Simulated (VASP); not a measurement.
Runs of VASP 6.6.1 on LiH. The structure is that of space group Fm-3m (No. 225), or close to it. The cells are those of the table. 

```csv
level,cell,k mesh,smearing,grid for exact exchange (PRECFOCK),screening parameter,gap on the mesh (eV)
HSE06,"a = 2.745 Å, angles 60.0°, 2 atoms",8 × 8 × 8,gaussian 0.01 eV,Normal,0.2079 1/Å,3.90
PBE,"a = 2.745 Å, angles 60.0°, 2 atoms",10 × 10 × 10,fermi-dirac 0.02 eV,-,-,2.90
r2SCAN,"a = 2.745 Å, angles 60.0°, 2 atoms",10 × 10 × 10,gaussian 0.01 eV,-,-,(a)
r2SCAN,"a = 2.908, b = 2.908, c = 2.833 Å, angles 60.9, 60.9, 58.3°, 2 atoms",10 × 10 × 10,gaussian 0.01 eV,-,-,3.04
```

Alike in all rows: task single point; potentials or basis VASP PAW PBE potentials, release 64 (Li_sv, H); no spin polarisation; cutoff (eV) 520.

Fill in the values left out.

(a) 3.52.

A k mesh can miss the band edges.
